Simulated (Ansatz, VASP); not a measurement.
# W: VASP beside Ansatz

INCAR

```
PREC = Accurate
ENCUT = 520
EDIFF = 1E-6
ISMEAR = -1
SIGMA = 0.1
LREAL = F
LASPH = T
NELM = 100
ALGO = Normal
ISIF = 2
LWAVE = F
LCHARG = F
GGA = B5
ALDAX = 1.0
AGGAX = 1.0
AGGAC = 1.0
ALDAC = 0.0
NBANDS = 28
```

Contents of KPOINTS:

```
regular mesh
0
Gamma
  9 9 13
```

POSCAR

```
W
1.0
    4.9307965103      0.0000000000      0.0000000000
   -2.4653982552      4.2701950388      0.0000000000
    0.0000000000      0.0000000000      2.7369989377
W
3
Direct
    1.0000000000      0.0000000000      0.0000000000
    0.3333333333      0.6666666667      0.5000000000
    0.6666666667      0.3333333333      0.5000000000
```

Input for Ansatz:

```yaml
crystal:
  lattice:
    - [4.9307965103, 0.0, 0.0]
    - [-2.4653982552, 4.2701950388, 0.0]
    - [0.0, 0.0, 2.7369989377]
  atoms:
    - { symbol: W, position: [1.0, 0.0, 0.0] }
    - { symbol: W, position: [0.3333333333, 0.6666666667, 0.5] }
    - { symbol: W, position: [0.6666666667, 0.3333333333, 0.5] }
hamiltonian:
  xc: blyp
  pseudopotentials:
    kind: paw
    azcp:
      W: "pseudopotentials/W.paw.azcp"
basis:
  ecutwfc: 420
  fft_grid_basis: typed
kpoints:
  mp_grid: { grid: [9, 9, 13], shift: [0, 0, 0] }
magnetization:
  spin_polarized: false
scf:
  occupations: { method: fermi_dirac, width: 0.1 }
  lower_state_search: "off"
output:
  stress: true
  write_density: true
  write_potential: true
  elf: true
  volumetric_format: npy
```

Alike in both runs: task single point; functional BLYP; k mesh 9 × 9 × 13; occupations fermi-dirac, width 0.1 eV; no spin polarisation.

|  | VASP | Ansatz |
| --- | --- | --- |
| version | VASP 6.6.1 | Ansatz 0.2.0 |
| potentials or method | VASP PAW PBE potentials, release 64 (W_sv), cutoff 520 eV | plane waves (420 eV) with PAW, scalar-relativistic |
| valence electrons in the cell | 42 | 42 |

```csv
,VASP,Ansatz,Ansatz less VASP
pressure (GPa),-21.1,-22.0,-0.89
"traceless stress, the component that is largest in VASP (GPa)",-2.67,-2.86,-0.182
```

VASP's potentials were made for PBE, not for BLYP.

Neither program's run includes spin-orbit coupling.
